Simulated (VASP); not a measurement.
# B64SbN63 (a cell with a defect) in VASP: single point with r2SCAN

Aim: the single point of B64SbN63 (a cell with a defect) with r2SCAN.

All numbers are computed with VASP 6.6.1; they aren't measurements. Logs are shortened: lines on timing, memory, paths and dates and some standing lists are left out, and cuts for length are marked.

**1. The cell of the first run**

The cell holds a defect, 128 atoms: a = 9.953 Å, b = 9.953 Å, c = 12.991 Å, α = 90.00°, β = 90.00°, γ = 120.00°.

**2. Single point, r2SCAN**

POSCAR

```
B64SbN63
1.0
    9.9533750459      0.0000000000      0.0000000000
   -4.9766875230      8.6198756432      0.0000000000
    0.0000000000      0.0000000000     12.9909657524
B N Sb
64 63 1
Direct
    0.0832732768      0.1670433486      0.1190660519
    0.1655923814      0.0844844333      0.3671648309
    0.0831347980      0.1642824631      0.6509549645
    0.1671761973      0.0834889696      0.8833852879
    0.0831631428      0.4169751200      0.1159358911
    0.1655747368      0.3338151312      0.3477337295
[... 120 lines left out ...]
    0.9187317410      0.8334122326      0.6463496425
    0.4181735058      0.5834128186      0.5234960249
```

INCAR.step1

```
PREC = Accurate
ENCUT = 580
ISMEAR = -1
SIGMA = 0.01
LREAL = Auto
LASPH = True
NELM = 120
NBANDS = 326
GGA = PE
ALGO = Normal
EDIFF = 1E-5
LWAVE = True
LCHARG = False
GGA_COMPAT = False
NCORE = 4
```

INCAR.step2

```
PREC = Accurate
ENCUT = 580
EDIFF = 1E-6
ISMEAR = -1
SIGMA = 0.01
LREAL = Auto
LASPH = True
NELM = 120
ALGO = Normal
ISIF = 2
LWAVE = False
LCHARG = False
METAGGA = R2SCAN
LMIXTAU = True
NBANDS = 326
ISTART = 1
GGA_COMPAT = False
NCORE = 4
```

KPOINTS

```
Automatic mesh
0
Gamma
  1 1 1
  0.25 0.25 0.25
```

Potentials or basis: VASP PAW PBE potentials, release 64 (B, N, Sb).

On the command line:

```console
> cat potpaw_PBE.64/B/POTCAR potpaw_PBE.64/N/POTCAR potpaw_PBE.64/Sb/POTCAR > POTCAR
> cp INCAR.step1 INCAR
> mpirun -np 4 vasp_std > vasp.out
> cp INCAR.step2 INCAR
> mpirun -np 4 vasp_std > vasp.out
```

OUTCAR:

```text
PREC = Accurate
   ENCUT = 580
   EDIFF = 1E-6
   ISMEAR = -1
   LREAL = Auto
   LASPH = True
   NELM = 120
   ISIF = 2
   METAGGA = R2SCAN
   ISTART = 1

 ion  position               nearest neighbor table
   1  0.083  0.167  0.119-  66 1.44  70 1.44 113 1.44
   2  0.166  0.084  0.367-  65 1.44  81 1.44  77 1.44
   3  0.083  0.164  0.651- 115 1.42  72 1.43  68 1.44
   4  0.167  0.083  0.883-  67 1.44  83 1.44  79 1.44
   5  0.083  0.417  0.116-  70 1.44  74 1.44 117 1.44
   6  0.166  0.334  0.348-  69 1.44  65 1.44  85 1.45
[... 17 lines left out ...]
  24  0.417  0.334  0.881-  87 1.44 102 1.44  83 1.44
  25  0.333  0.667  0.113-  93 1.44  74 1.44  90 1.44
  26  0.415  0.584  0.323-  89 1.46  85 1.46 104 1.46 128 2.60
  27  0.326  0.675  0.631-  76 1.43  95 1.43 128 2.11
  28  0.417  0.584  0.880-  91 1.44  87 1.44 106 1.44
  29  0.333  0.917  0.119-  93 1.44  82 1.44  78 1.44
  30  0.415  0.834  0.348-  92 1.44 108 1.44  89 1.45
  31  0.334  0.918  0.650-  95 1.43  84 1.43  80 1.44
  32  0.417  0.833  0.881-  91 1.44  94 1.44 110 1.44
[... 93 lines left out ...]
 126  0.834  0.917  0.883-  64 1.44  52 1.44  48 1.44
 127  0.919  0.833  0.646-  15 1.43  63 1.44  59 1.44
 128  0.418  0.583  0.523-  43 2.11  23 2.11  27 2.11  26 2.60

  LATTYP: Found a hexagonal cell.
 ALAT       =     9.9533750459
 C/A-ratio  =     1.3051819802

  Lattice vectors:

 A1 = (   9.9533750459,   0.0000000000,   0.0000000000)
 A2 = (  -4.9766875230,   8.6198756432,   0.0000000000)
 A3 = (   0.0000000000,   0.0000000000,  12.9909657524)

Analysis of symmetry for initial positions (statically):
=====================================================================
 Subroutine PRICEL returns:
 Original cell was already a primitive cell.

 Routine SETGRP: Setting up the symmetry group for a
 hexagonal supercell.

 Subroutine GETGRP returns: Found  1 space group operations
 (whereof  1 operations were pure point group operations)
 out of a pool of 24 trial point group operations.

The static configuration has the point symmetry C_1 .

Analysis of symmetry for dynamics (positions and initial velocities):
=====================================================================
 Subroutine PRICEL returns:
 Original cell was already a primitive cell.

 Routine SETGRP: Setting up the symmetry group for a
 hexagonal supercell.

 Subroutine GETGRP returns: Found  1 space group operations
 (whereof  1 operations were pure point group operations)
 out of a pool of 24 trial point group operations.

The dynamic configuration has the point symmetry C_1 .

 Subroutine INISYM returns: Found  1 space group operations
 (whereof  1 operations are pure point group operations),
 and found     1 'primitive' translations

----------------------------------------------------------------------------------------

                                     Primitive cell

  volume of cell :    1114.5840

  direct lattice vectors                    reciprocal lattice vectors
     9.953375046  0.000000000  0.000000000     0.100468434  0.058005477  0.000000000
    -4.976687523  8.619875643  0.000000000     0.000000000  0.116010954  0.000000000
     0.000000000  0.000000000 12.990965752     0.000000000  0.000000000  0.076976571

  length of vectors
     9.953375046  9.953375046 12.990965752     0.116010954  0.116010954  0.076976571

  position of ions in fractional coordinates (direct lattice)
     0.083273277  0.167043349  0.119066052
     0.165592381  0.084484433  0.367164831
     0.083134798  0.164282463  0.650954965
     0.167176197  0.083488970  0.883385288
     0.083163143  0.416975120  0.115935891
     0.165574737  0.333815131  0.347733729
[... 120 lines left out ...]
     0.918731741  0.833412233  0.646349642
     0.418173506  0.583412819  0.523496025

  ion indices of the primitive-cell ions
   primitive index   ion index
                 1           1
                 2           2
                 3           3
                 4           4
                 5           5
                 6           6
[... 84 lines left out ...]
                91          91
                92          92
   k-points           NKPTS =      6   k-points in BZ     NKDIM =      6   number of bands    NBANDS=    326
   number of dos      NEDOS =    301   number of ions     NIONS =    128
   total plane-waves  NPLWV = 691200
   dimension x,y,z NGX =    80 NGY =   80 NGZ =  108
   dimension x,y,z NGXF=   160 NGYF=  160 NGZF=  216
   ions per type =              64  63   1
   NGX,Y,Z   is equivalent  to a cutoff of  13.36, 13.36, 13.82 a.u.
   NGXF,Y,Z  is equivalent  to a cutoff of  26.72, 26.72, 27.64 a.u.
 SYSTEM =  unknown system
   PREC   = accura    normal or accurate (medium, high low for compatibility)
   ISTART =      1    job   : 0-new  1-cont  2-samecut
   ICHARG =      0    charge: 1-file 2-atom 10-const
   ISPIN  =      1    spin polarized calculation?
   LNONCOLLINEAR =      F non collinear calculations
   LSORBIT =      F    spin-orbit coupling
   LASPH  =      T    aspherical Exc in radial PAW
   ENCUT  =  580.0 eV  42.63 Ry    6.53 a.u.  19.55 19.55 25.51*2*pi/ulx,y,z
   NELM   =    120;   NELMIN=  2; NELMDL=  0     # of ELM steps
   EDIFF  = 0.1E-05   stopping-criterion for ELM
   LREAL  =      T    real-space projection
   EDIFFG = 0.1E-04   stopping-criterion for IOM
   NSW    =      0    number of steps for IOM
   IBRION =     -1    ionic relax: 0-MD 1-quasi-New 2-CG
   NFREE  =      0    steps in history (QN), initial steepest desc. (CG)
   ISIF   =      2    stress and relaxation
   ISYM   =      2    0-nonsym 1-usesym 2-fastsym
   POTIM  = 0.5000    time-step for ionic-motion
   TEBEG  =    0.0;   TEEND  =   0.0 temperature during run
   PSTRESS=    0.0 pullay stress
   NELECT =     512.0000    total number of electrons
   NUPDOWN=      -1.0000    fix difference up-down
   EMIN   =  10.00;   EMAX   =-10.00  energy-range for DOS
   EFERMI =   0.00;   METHOD = LEGACY
   ISMEAR =    -1;   SIGMA  =   0.01  broadening in eV -4-tet -1-fermi 0-gaus
   EFERMI_NEDOS =   21; number of points for ismear=-14 and -15
   IALGO  =     38    algorithm
   IMIX   =      4    mixing-type and parameters
     AMIX     =   0.40;   BMIX     =  1.00
     AMIX_MAG =   1.60;   BMIX_MAG =  1.00
  volume/ion in A,a.u.               =       8.71        58.76
  Fermi-wavevector in a.u.,A,eV,Ry     =   1.263166  2.387038 21.709310  1.595589
  Thomas-Fermi vector in A             =   2.396537
   LORBIT       =      0    0 simple, 1 ext, 2 COOP (PROOUT), +10 PAW based schemes
   METAGGA = R2SCAN    functional components
   LHFCALC =     F    Hartree Fock is set to
   AEXX    =    0.0000 exact exchange contribution
   IVDW    =     0    specifies the selected vdW correction
   LEPSILON=     F    determine dielectric tensor
   LRPA    =     F    only Hartree local field effects (RPA)
 non-spin polarized calculation
  energy-cutoff  :      580.00
  volume of cell :     1114.58
 maximum number of plane-waves:     35336
 NGX is ok and might be reduce to    80
   NGX = 39   NGY = 39   NGZ = 51

 number of electron     511.9999987 magnetization

 Free energy of the ion-electron system (eV)
  ---------------------------------------------------
  ext. energy  EPLUGINS =         0.00000000
  ---------------------------------------------------
  free energy    TOTEN  =     -1241.31157088 eV

  energy without entropy =    -1241.31157088  energy(sigma->0) =    -1241.31157088

 E-fermi :   3.6846     XC(G=0): -11.0061

 val. band max:        3.4258458474   @ k =  -0.2500   0.5000   0.2500
 cond. band min:       6.8462319673   @ k =  -0.2500  -0.2500   0.2500
 fundamental gap:      3.4203861198
 Fermi energy:         3.6846158291

 k-point     1 :       0.2500    0.2500    0.2500
  band No.  band energies     occupation
      1     -16.2272      2.00000
      2     -16.1220      2.00000
      3     -15.9719      2.00000
      4     -15.9184      2.00000
      5     -15.9042      2.00000
      6     -15.8262      2.00000
[... 260 lines left out ...]
    267       8.2243      0.00000
    268       8.2752      0.00000

 k-point     2 :      -0.2500    0.5000    0.2500
  band No.  band energies     occupation
      1     -16.2271      2.00000
      2     -16.1214      2.00000
      3     -15.9714      2.00000
      4     -15.9204      2.00000
      5     -15.9038      2.00000
      6     -15.8257      2.00000
[... 260 lines left out ...]
    267       8.2225      0.00000
    268       8.2715      0.00000

 k-point     3 :       0.5000    0.2500    0.2500
  band No.  band energies     occupation
      1     -16.2271      2.00000
      2     -16.1214      2.00000
      3     -15.9714      2.00000
      4     -15.9204      2.00000
      5     -15.9038      2.00000
      6     -15.8257      2.00000
[... 260 lines left out ...]
    267       8.2235      0.00000
    268       8.2730      0.00000

 k-point     4 :      -0.2500   -0.2500    0.2500
  band No.  band energies     occupation
      1     -16.2271      2.00000
      2     -16.1221      2.00000
      3     -15.9719      2.00000
      4     -15.9184      2.00000
      5     -15.9042      2.00000
      6     -15.8262      2.00000
[... 260 lines left out ...]
    267       8.2243      0.00000
    268       8.2764      0.00000

 k-point     5 :       0.2500    0.5000    0.2500
  band No.  band energies     occupation
      1     -16.2271      2.00000
      2     -16.1215      2.00000
      3     -15.9712      2.00000
      4     -15.9204      2.00000
      5     -15.9037      2.00000
      6     -15.8259      2.00000
[... 260 lines left out ...]
    267       8.2219      0.00000
    268       8.2668      0.00000

 k-point     6 :       0.5000   -0.2500    0.2500
  band No.  band energies     occupation
      1     -16.2271      2.00000
      2     -16.1215      2.00000
      3     -15.9712      2.00000
      4     -15.9204      2.00000
      5     -15.9037      2.00000
      6     -15.8259      2.00000
[... 260 lines left out ...]
    267       8.2232      0.00000
    268       8.2672      0.00000
 [bands above 268 left out]

------------------------ aborting loop because EDIFF is reached ----------------------------------------

  FORCE on cell =-STRESS in cart. coord.  units (eV):
  Direction    XX          YY          ZZ          XY          YZ          ZX
  --------------------------------------------------------------------------------------
  -------------------------------------------------------------------------------------
  Total       53.2956239     53.1070441     35.6307050     -0.1196971     -0.0777826      0.1954535
  in kB       76.6106816     76.3396044     51.2179499     -0.1720605     -0.1118098      0.2809578
  external PRESSURE =      68.0560786 kB  Pullay stress =       0.0000000 kB

 VOLUME and BASIS-vectors are now :
 -----------------------------------------------------------------------------
  energy-cutoff  :      580.00
  volume of cell :     1114.58
      direct lattice vectors                 reciprocal lattice vectors
     9.953375046  0.000000000  0.000000000     0.100468434  0.058005477  0.000000000
    -4.976687523  8.619875643  0.000000000     0.000000000  0.116010954  0.000000000
     0.000000000  0.000000000 12.990965752     0.000000000  0.000000000  0.076976571

 POSITION                                       TOTAL-FORCE (eV/Angst)
 -----------------------------------------------------------------------------------
     -0.00247      1.43989      1.54678        -0.021756      0.026734      0.000587
      1.22775      0.72825      4.76983         0.015205     -0.004310     -0.004748
      0.00989      1.41609      8.45653        -0.033461      0.008843     -0.023427
      1.24847      0.71966     11.47603         0.021513     -0.007920      0.000494
     -1.24740      3.59427      1.50612        -0.009383      0.015923      0.004888
     -0.01327      2.87744      4.51740         0.031431     -0.004759     -0.002355
[... 120 lines left out ...]
      4.99685      7.18391      8.39671         0.043262     -0.046351      0.036752
      1.25877      5.02895      6.80072        -0.002696      0.009282      0.078702
 -----------------------------------------------------------------------------------
    total drift:                               -0.007858      0.059010     -0.014068

  FREE ENERGIE OF THE ION-ELECTRON SYSTEM (eV)
  ---------------------------------------------------
  free  energy   TOTEN  =     -1241.3115708804 eV

  energy  without entropy=    -1241.3115708804  energy(sigma->0) =    -1241.31157088
```

Run time: 60 min. Hardware: 4 MPI ranks of Intel Xeon Platinum 8259CL at 2.50GHz (Skylake/Cascade Lake), shared host; peak memory 0.76 GiB.

Results:

- Free energy: -1241.3116 eV
- Pressure: 6.8 GPa
- Largest force: 0.260 eV/Å
- Band gap on the k mesh: 3.42 eV

Forces in eV/Å, atoms in the order of the input:
```
B   -0.022  0.027  0.001
B    0.015 -0.004 -0.005
B   -0.033  0.009 -0.023
B    0.022 -0.008  0.000
B   -0.009  0.016  0.005
B    0.031 -0.005 -0.002
B   -0.059  0.019  0.006
B    0.031 -0.002  0.008
B   -0.010  0.006  0.002
B    0.030 -0.008 -0.008
B   -0.033 -0.021 -0.026
B    0.033 -0.009  0.005
B   -0.023  0.014 -0.006
B    0.022 -0.013 -0.010
B   -0.015  0.011  0.016
B    0.029 -0.017  0.006
B   -0.020  0.025 -0.002
B    0.028 -0.006 -0.013
B    0.011  0.019 -0.021
B    0.028 -0.008  0.001
B   -0.021  0.020  0.001
B    0.009 -0.001 -0.001
B    0.004 -0.228  0.044
B    0.024 -0.005 -0.001
B   -0.015  0.009  0.004
B    0.016 -0.011 -0.027
B   -0.218  0.131  0.051
B    0.027 -0.015  0.017
B   -0.010  0.007  0.001
B    0.021 -0.022 -0.006
B    0.004  0.044 -0.027
B    0.027 -0.018  0.005
B   -0.019  0.013  0.000
B    0.016 -0.008 -0.016
B   -0.004  0.007  0.005
B    0.022 -0.018 -0.002
B   -0.028  0.016  0.002
B    0.017 -0.011 -0.018
B    0.000  0.004 -0.001
B    0.017 -0.006 -0.003
B   -0.028  0.010 -0.001
B    0.004 -0.007 -0.002
B    0.199  0.115  0.044
B    0.019 -0.016 -0.001
B   -0.020 -0.001  0.004
B    0.020 -0.029 -0.006
B   -0.045  0.043  0.008
B    0.020 -0.021  0.007
B   -0.025  0.012  0.002
B    0.013 -0.010 -0.014
B   -0.031  0.020  0.006
B    0.024 -0.012  0.001
B   -0.022  0.009  0.000
B    0.013 -0.013 -0.017
B   -0.009  0.001  0.006
B    0.029 -0.005 -0.002
B   -0.032  0.005 -0.001
B    0.017 -0.021 -0.011
B   -0.011 -0.017 -0.022
B    0.022 -0.017  0.000
B   -0.034  0.007  0.000
B    0.010 -0.013 -0.004
B   -0.026  0.027 -0.023
B    0.018 -0.017  0.000
N   -0.017  0.008 -0.020
N    0.022 -0.015 -0.003
N   -0.019  0.006 -0.004
N    0.059 -0.021  0.034
N   -0.012  0.019 -0.007
N    0.014 -0.018 -0.005
N   -0.025  0.004 -0.005
N    0.029 -0.012  0.059
N   -0.026  0.021 -0.019
N    0.013 -0.015 -0.002
N   -0.023  0.014 -0.004
N    0.026  0.018 -0.006
N   -0.014  0.009 -0.027
N    0.017 -0.010 -0.004
N   -0.028  0.015 -0.007
N    0.021 -0.015  0.029
N   -0.021  0.006 -0.021
N    0.018 -0.011 -0.006
N   -0.024  0.005 -0.005
N   -0.008 -0.034  0.051
N   -0.020  0.019 -0.013
N    0.027 -0.019 -0.001
N   -0.028  0.009  0.006
N    0.013 -0.019  0.005
N   -0.016  0.009 -0.022
N    0.023 -0.013  0.004
N   -0.028  0.014  0.004
N   -0.030  0.013 -0.021
N    0.019 -0.003 -0.002
N   -0.026  0.012 -0.005
N   -0.006 -0.037 -0.008
N   -0.027  0.009 -0.013
N    0.019 -0.007 -0.009
N   -0.026  0.010  0.004
N   -0.010  0.001  0.035
N   -0.025  0.013 -0.028
N    0.023 -0.015 -0.009
N   -0.016  0.009  0.002
N    0.023 -0.015  0.023
N   -0.024  0.013 -0.015
N    0.028 -0.016 -0.001
N   -0.024  0.018  0.007
N    0.021 -0.004  0.003
N   -0.021  0.001 -0.007
N    0.024 -0.005 -0.004
N   -0.018  0.018 -0.006
N    0.026 -0.023  0.056
N   -0.018  0.012 -0.026
N    0.023 -0.014 -0.003
N   -0.019  0.009 -0.006
N    0.036 -0.024 -0.041
N   -0.020  0.020 -0.013
N    0.015 -0.013 -0.009
N   -0.024  0.015  0.004
N   -0.007  0.005  0.037
N   -0.016  0.016 -0.020
N    0.019 -0.010 -0.006
N   -0.017  0.017 -0.005
N    0.022  0.018  0.049
N   -0.014  0.012 -0.017
N    0.023 -0.012 -0.003
N   -0.016  0.013 -0.004
N    0.043 -0.046  0.037
Sb  -0.003  0.009  0.079
```

Caveat: the PAW data sets were made with another functional, which shifts forces and pressure a little; spin-orbit coupling is left out, which moves the levels of the heavy elements.
